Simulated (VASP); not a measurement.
**BaTiO3: single point with PBE**

BaTiO3:

```
CELL_PARAMETERS angstrom
4.08457 0.00000 0.00000
0.00000 4.08457 0.00000
0.00000 0.00000 4.08457
ATOMIC_POSITIONS crystal
Ba 0.50000 0.50000 0.50000
Ti 0.00000 0.00000 0.00000
O 0.00000 0.00000 0.50000
O 0.00000 0.50000 0.00000
O 0.50000 0.00000 0.00000
```

```json
{
  "Program": "VASP 6.6.1",
  "Task": "single point",
  "Functional": "PBE",
  "Potentials or basis": "VASP PAW PBE potentials, release 64 (Ba_sv, Ti_sv, O)",
  "Cutoff": "520 eV",
  "k mesh": "7 × 7 × 7",
  "Occupations": "fermi-dirac, width 0.05 eV",
  "Spin": "no spin polarisation"
}
```

| Property | Result |
| --- | --- |
| Pressure | -5.6 GPa |
| Band gap on the k mesh | 1.68 eV, indirect (least direct gap 1.82 eV) |

Levels at points of the mesh, in eV from the valence-band top:
```csv
k point,band 17,band 18,band 19,band 20,band 21,band 22,band 23,band 24
"(0.00, 0.00, 0.00)",-0.94,-0.14,-0.14,-0.14,1.68,1.68,1.68,3.55
```

Run time: 42 s on 1 thread of Intel Xeon 6975P-C, on a shared host, peak memory 0.19 GiB.

Caveat: spin-orbit coupling is left out, which moves the levels of the heavy elements. Expect the measured gap to be larger: semilocal functionals such as PBE lack the derivative discontinuity.
